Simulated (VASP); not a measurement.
# WCl2F4 (P4_2/mnm) in VASP: single point with PBE

Aim: the single point of WCl2F4 with PBE.

All numbers are computed with VASP 6.6.1; they aren't measurements. Logs are shortened: lines on timing, memory, paths and dates and some standing lists are left out, and cuts for length are marked.

## Step 1: The cell of the first run

It takes space group P4_2/mnm (No. 136, tetragonal). Conventional cell: a = 7.083 Å, b = 7.083 Å, c = 8.259 Å, α = 90.00°, β = 90.00°, γ = 90.00°. Within 2.5 Å of W (site symmetry mmm) lie 4 F at 1.86 Å and 2 Cl at 2.29 Å. Cl (site symmetry m2m) has 1 W at 2.29 Å and 4 F at 2.95 Å within 3.0 Å. F (site symmetry 2mm) has 1 W at 1.86 Å within 2.5 Å. Within 2.5 Å of F (site symmetry m2m) lie 1 W at 1.86 Å.

## Step 2: Single point, PBE

Input file INCAR:

```
  PREC = Accurate
  ENCUT = 520
  EDIFF = 1E-6
  ISMEAR = 0
  SIGMA = 0.02
  LREAL = False
  LASPH = True
  NELM = 80
  ALGO = Normal
  ISIF = 2
  LWAVE = False
  LCHARG = False
  GGA = PE
  NBANDS = 69
```

Input file KPOINTS:

```
Automatic mesh
0
Gamma
  4 4 4
```

Input file POSCAR:

```
WCl2F4
1.0
    7.0827287238      0.0000000000      0.0000000000
    0.0000000000      7.0827287238      0.0000000000
    0.0000000000      0.0000000000      8.2591731497
W Cl F
2 4 8
Direct
    0.5000000000      0.5000000000      0.5000000000
    0.0000000000      0.0000000000      0.0000000000
    0.2714923431      0.7285076569      0.5000000000
    0.7285076569      0.2714923431      0.5000000000
    0.2285076569      0.2285076569      0.0000000000
    0.7714923431      0.7714923431      0.0000000000
    0.5000000000      0.5000000000      0.7254486380
    0.5000000000      0.5000000000      0.2745513620
    0.6859277810      0.6859277810      0.5000000000
    0.3140722190      0.3140722190      0.5000000000
    0.0000000000      0.0000000000      0.7745513620
    0.0000000000      0.0000000000      0.2254486380
    0.1859277810      0.8140722190      0.0000000000
    0.8140722190      0.1859277810      0.0000000000
```

Potentials or basis: VASP PAW PBE potentials, release 64 (W_sv, Cl, F).

The run is started by

```
cat potpaw_PBE.64/W_sv/POTCAR potpaw_PBE.64/Cl/POTCAR potpaw_PBE.64/F/POTCAR > POTCAR
mpirun -np 1 vasp_std > vasp.out
```

OUTCAR:

```text
PREC = Accurate
   ENCUT = 520
   EDIFF = 1E-6
   ISMEAR = 0
   LREAL = False
   LASPH = True
   NELM = 80
   ISIF = 2
   GGA = PE

 ion  position               nearest neighbor table
   1  0.500  0.500  0.500-   7 1.86   8 1.86   9 1.86  10 1.86   3 2.29   4 2.29
   2  0.000  0.000  0.000-  11 1.86  12 1.86  13 1.86  14 1.86   5 2.29   6 2.29
   3  0.271  0.729  0.500-   1 2.29
   4  0.729  0.271  0.500-   1 2.29
   5  0.229  0.229  0.000-   2 2.29
   6  0.771  0.771  0.000-   2 2.29
   7  0.500  0.500  0.725-   1 1.86
   8  0.500  0.500  0.275-   1 1.86
   9  0.686  0.686  0.500-   1 1.86
  10  0.314  0.314  0.500-   1 1.86
  11  0.000  0.000  0.775-   2 1.86
  12  0.000  0.000  0.225-   2 1.86
  13  0.186  0.814  0.000-   2 1.86
  14  0.814  0.186  0.000-   2 1.86

  LATTYP: Found a simple tetragonal cell.
 ALAT       =     7.0827287238
 C/A-ratio  =     1.1661004497

  Lattice vectors:

 A1 = (   7.0827287238,   0.0000000000,   0.0000000000)
 A2 = (   0.0000000000,   7.0827287238,   0.0000000000)
 A3 = (   0.0000000000,   0.0000000000,   8.2591731497)

Analysis of symmetry for initial positions (statically):
=====================================================================
 Subroutine PRICEL returns:
 Original cell was already a primitive cell.

 Routine SETGRP: Setting up the symmetry group for a
 simple tetragonal supercell.

 Subroutine GETGRP returns: Found 16 space group operations
 (whereof  8 operations were pure point group operations)
 out of a pool of 16 trial point group operations.

The static configuration has the point symmetry D_2h.
 The point group associated with its full space group is D_4h.

Analysis of symmetry for dynamics (positions and initial velocities):
=====================================================================
 Subroutine PRICEL returns:
 Original cell was already a primitive cell.

 Routine SETGRP: Setting up the symmetry group for a
 simple tetragonal supercell.

 Subroutine GETGRP returns: Found 16 space group operations
 (whereof  8 operations were pure point group operations)
 out of a pool of 16 trial point group operations.

The dynamic configuration has the point symmetry D_2h.
 The point group associated with its full space group is D_4h.

 Subroutine INISYM returns: Found 16 space group operations
 (whereof  8 operations are pure point group operations),
 and found     1 'primitive' translations

----------------------------------------------------------------------------------------

                                     Primitive cell

  volume of cell :     414.3218

  direct lattice vectors                    reciprocal lattice vectors
     7.082728724  0.000000000  0.000000000     0.141188522  0.000000000  0.000000000
     0.000000000  7.082728724  0.000000000     0.000000000  0.141188522  0.000000000
     0.000000000  0.000000000  8.259173150     0.000000000  0.000000000  0.121077496

  length of vectors
     7.082728724  7.082728724  8.259173150     0.141188522  0.141188522  0.121077496

  position of ions in fractional coordinates (direct lattice)
     0.500000000  0.500000000  0.500000000
     0.000000000  0.000000000  0.000000000
     0.271492343  0.728507657  0.500000000
     0.728507657  0.271492343  0.500000000
     0.228507657  0.228507657  0.000000000
     0.771492343  0.771492343  0.000000000
     0.500000000  0.500000000  0.725448638
     0.500000000  0.500000000  0.274551362
     0.685927781  0.685927781  0.500000000
     0.314072219  0.314072219  0.500000000
     0.000000000  0.000000000  0.774551362
     0.000000000  0.000000000  0.225448638
     0.185927781  0.814072219  0.000000000
     0.814072219  0.185927781  0.000000000

  ion indices of the primitive-cell ions
   primitive index   ion index
                 1           1
                 2           2
                 3           3
                 4           4
                 5           5
                 6           6
                 7           7
                 8           8
                 9           9
                10          10
                11          11
                12          12
                13          13
                14          14

----------------------------------------------------------------------------------------

 KPOINTS: Automatic mesh

Automatic generation of k-mesh.
 Grid dimensions read from file:
 generate k-points for:    4    4    4

 Generating k-lattice:

  Cartesian coordinates                     Fractional coordinates (reciprocal lattice)
     0.035297130  0.000000000  0.000000000     0.250000000  0.000000000  0.000000000
     0.000000000  0.035297130  0.000000000     0.000000000  0.250000000  0.000000000
     0.000000000  0.000000000  0.030269374     0.000000000  0.000000000  0.250000000

  Length of vectors
     0.035297130  0.035297130  0.030269374

  Shift w.r.t. Gamma in fractional coordinates (k-lattice)
     0.000000000  0.000000000  0.000000000

 Subroutine IBZKPT returns following result:
 ===========================================

 Found     18 irreducible k-points:

 Following reciprocal coordinates:
            Coordinates               Weight
  0.000000  0.000000  0.000000      1.000000
  0.250000  0.000000  0.000000      4.000000
  0.500000  0.000000  0.000000      2.000000
  0.250000  0.250000  0.000000      4.000000
  0.500000  0.250000  0.000000      4.000000
  0.500000  0.500000  0.000000      1.000000
[... 10 lines left out ...]
  0.500000  0.250000  0.500000      4.000000
  0.500000  0.500000  0.500000      1.000000
   k-points           NKPTS =     18   k-points in BZ     NKDIM =     18   number of bands    NBANDS=     69
   number of dos      NEDOS =    301   number of ions     NIONS =     14
   total plane-waves  NPLWV = 186624
   dimension x,y,z NGX =    54 NGY =   54 NGZ =   64
   dimension x,y,z NGXF=   108 NGYF=  108 NGZF=  128
   ions per type =               2   4   8
   NGX,Y,Z   is equivalent  to a cutoff of  12.67, 12.67, 12.88 a.u.
   NGXF,Y,Z  is equivalent  to a cutoff of  25.35, 25.35, 25.76 a.u.
 SYSTEM =  unknown system
   PREC   = accura    normal or accurate (medium, high low for compatibility)
   ISTART =      0    job   : 0-new  1-cont  2-samecut
   ICHARG =      2    charge: 1-file 2-atom 10-const
   ISPIN  =      1    spin polarized calculation?
   LNONCOLLINEAR =      F non collinear calculations
   LSORBIT =      F    spin-orbit coupling
   LASPH  =      T    aspherical Exc in radial PAW
   ENCUT  =  520.0 eV  38.22 Ry    6.18 a.u.  13.17 13.17 15.36*2*pi/ulx,y,z
   NELM   =     80;   NELMIN=  2; NELMDL= -5     # of ELM steps
   EDIFF  = 0.1E-05   stopping-criterion for ELM
   LREAL  =      F    real-space projection
   EDIFFG = 0.1E-04   stopping-criterion for IOM
   NSW    =      0    number of steps for IOM
   IBRION =     -1    ionic relax: 0-MD 1-quasi-New 2-CG
   NFREE  =      0    steps in history (QN), initial steepest desc. (CG)
   ISIF   =      2    stress and relaxation
   ISYM   =      2    0-nonsym 1-usesym 2-fastsym
   POTIM  = 0.5000    time-step for ionic-motion
   TEBEG  =    0.0;   TEEND  =   0.0 temperature during run
   PSTRESS=    0.0 pullay stress
   NELECT =     112.0000    total number of electrons
   NUPDOWN=      -1.0000    fix difference up-down
   EMIN   =  10.00;   EMAX   =-10.00  energy-range for DOS
   EFERMI =   0.00;   METHOD = LEGACY
   ISMEAR =     0;   SIGMA  =   0.02  broadening in eV -4-tet -1-fermi 0-gaus
   EFERMI_NEDOS =   21; number of points for ismear=-14 and -15
   IALGO  =     38    algorithm
   IMIX   =      4    mixing-type and parameters
     AMIX     =   0.40;   BMIX     =  1.00
     AMIX_MAG =   1.60;   BMIX_MAG =  1.00
  volume/ion in A,a.u.               =      29.59       199.71
  Fermi-wavevector in a.u.,A,eV,Ry     =   1.058526  2.000324 15.245022  1.120478
  Thomas-Fermi vector in A             =   2.193839
   LORBIT       =      0    0 simple, 1 ext, 2 COOP (PROOUT), +10 PAW based schemes
   GGA     = PE    functional components
   LHFCALC =     F    Hartree Fock is set to
   AEXX    =    0.0000 exact exchange contribution
   IVDW    =     0    specifies the selected vdW correction
   LEPSILON=     F    determine dielectric tensor
   LRPA    =     F    only Hartree local field effects (RPA)
 non-spin polarized calculation
 Gauss-broadening in eV      SIGMA  =   0.02
  energy-cutoff  :      520.00
  volume of cell :      414.32
 maximum number of plane-waves:     11200
 NGX is ok and might be reduce to    54
   NGX = 27   NGY = 27   NGZ = 31

 number of electron     111.9999979 magnetization

 Free energy of the ion-electron system (eV)
  ---------------------------------------------------
  ext. energy  EPLUGINS =         0.00000000
  ---------------------------------------------------
  free energy    TOTEN  =       -76.74837912 eV

  energy without entropy =      -76.74837912  energy(sigma->0) =      -76.74837912

 E-fermi :  -4.0902     XC(G=0):  -6.3815

 val. band max:       -4.2797652079   @ k =   0.0000   0.0000   0.0000
 cond. band min:      -1.1606783734   @ k =   0.0000   0.0000   0.0000
 fundamental gap:      3.1190868345
 Fermi energy:        -4.0901594916

 k-point     1 :       0.0000    0.0000    0.0000
  band No.  band energies     occupation
      1     -79.0767      2.00000
      2     -79.0767      2.00000
      3     -43.3580      2.00000
      4     -43.3580      2.00000
      5     -43.3573      2.00000
      6     -43.3573      2.00000
[... 60 lines left out ...]
     67       4.5430      0.00000
     68       5.6751      0.00000

 k-point     2 :       0.2500    0.0000    0.0000
  band No.  band energies     occupation
      1     -79.0767      2.00000
      2     -79.0767      2.00000
      3     -43.3580      2.00000
      4     -43.3580      2.00000
      5     -43.3573      2.00000
      6     -43.3573      2.00000
[... 60 lines left out ...]
     67       4.4687      0.00000
     68       5.0222      0.00000

 k-point     3 :       0.5000    0.0000    0.0000
  band No.  band energies     occupation
      1     -79.0767      2.00000
      2     -79.0767      2.00000
      3     -43.3580      2.00000
      4     -43.3580      2.00000
      5     -43.3573      2.00000
      6     -43.3573      2.00000
[... 1054 lines left out ...]
     67       4.7018      0.00000
     68       4.7018      0.00000

 k-point    18 :       0.5000    0.5000    0.5000
  band No.  band energies     occupation
      1     -79.0767      2.00000
      2     -79.0767      2.00000
      3     -43.3580      2.00000
      4     -43.3580      2.00000
      5     -43.3573      2.00000
      6     -43.3573      2.00000
[... 60 lines left out ...]
     67       4.8879      0.00000
     68       4.8879      0.00000
 [bands above 68 left out]

------------------------ aborting loop because EDIFF is reached ----------------------------------------

  FORCE on cell =-STRESS in cart. coord.  units (eV):
  Direction    XX          YY          ZZ          XY          YZ          ZX
  --------------------------------------------------------------------------------------
  -------------------------------------------------------------------------------------
  Total        0.9756713      0.9756713      2.5793238     -0.0000000      0.0000000      0.0000000
  in kB        3.7729091      3.7729091      9.9742134     -0.0000000      0.0000000      0.0000000
  external PRESSURE =       5.8400105 kB  Pullay stress =       0.0000000 kB

 VOLUME and BASIS-vectors are now :
 -----------------------------------------------------------------------------
  energy-cutoff  :      520.00
  volume of cell :      414.32
      direct lattice vectors                 reciprocal lattice vectors
     7.082728724  0.000000000  0.000000000     0.141188522  0.000000000  0.000000000
     0.000000000  7.082728724  0.000000000     0.000000000  0.141188522  0.000000000
     0.000000000  0.000000000  8.259173150     0.000000000  0.000000000  0.121077496

 POSITION                                       TOTAL-FORCE (eV/Angst)
 -----------------------------------------------------------------------------------
      3.54136      3.54136      4.12959         0.000000     -0.000000     -0.000000
      0.00000      0.00000      0.00000         0.000000     -0.000000     -0.000000
      1.92291      5.15982      4.12959         0.003301     -0.003301     -0.000000
      5.15982      1.92291      4.12959        -0.003301      0.003301     -0.000000
      1.61846      1.61846      0.00000        -0.003301     -0.003301     -0.000000
      5.46427      5.46427      0.00000         0.003301      0.003301     -0.000000
      3.54136      3.54136      5.99161         0.000000     -0.000000      0.393486
      3.54136      3.54136      2.26757         0.000000     -0.000000     -0.393486
      4.85824      4.85824      4.12959         0.278049      0.278049     -0.000000
      2.22449      2.22449      4.12959        -0.278049     -0.278049     -0.000000
      0.00000      0.00000      6.39715         0.000000     -0.000000     -0.393486
      0.00000      0.00000      1.86202         0.000000     -0.000000      0.393486
      1.31688      5.76585      0.00000         0.278049     -0.278049     -0.000000
      5.76585      1.31688      0.00000        -0.278049      0.278049     -0.000000
 -----------------------------------------------------------------------------------
    total drift:                                0.000000      0.000000      0.000000

  FREE ENERGIE OF THE ION-ELECTRON SYSTEM (eV)
  ---------------------------------------------------
  free  energy   TOTEN  =       -76.7483791163 eV

  energy  without entropy=      -76.7483791163  energy(sigma->0) =      -76.74837912
```

It took 15 min on 1 thread of Intel Xeon 8259CL, shared host; peak memory 0.71 GiB.

Results:

```
Free energy            : -76.7484 eV
Pressure               : 0.6 GPa
Largest force          : 0.393 eV/Å
Band gap on the k mesh : 3.12 eV
```

Forces on the atoms (eV/Å):
```
W    0.000  0.000  0.000
W    0.000  0.000  0.000
Cl   0.003 -0.003  0.000
Cl  -0.003  0.003  0.000
Cl  -0.003 -0.003  0.000
Cl   0.003  0.003  0.000
F    0.000  0.000  0.393
F    0.000  0.000 -0.393
F    0.278  0.278  0.000
F   -0.278 -0.278  0.000
F    0.000  0.000 -0.393
F    0.000  0.000  0.393
F    0.278 -0.278  0.000
F   -0.278  0.278  0.000
```

Stress tensor (GPa, compression positive):
```
0.38 0.00 0.00
0.00 0.38 0.00
0.00 0.00 1.00
```

Caveat: spin-orbit coupling is left out, which moves the levels of the heavy elements. A k mesh can miss the band edges.
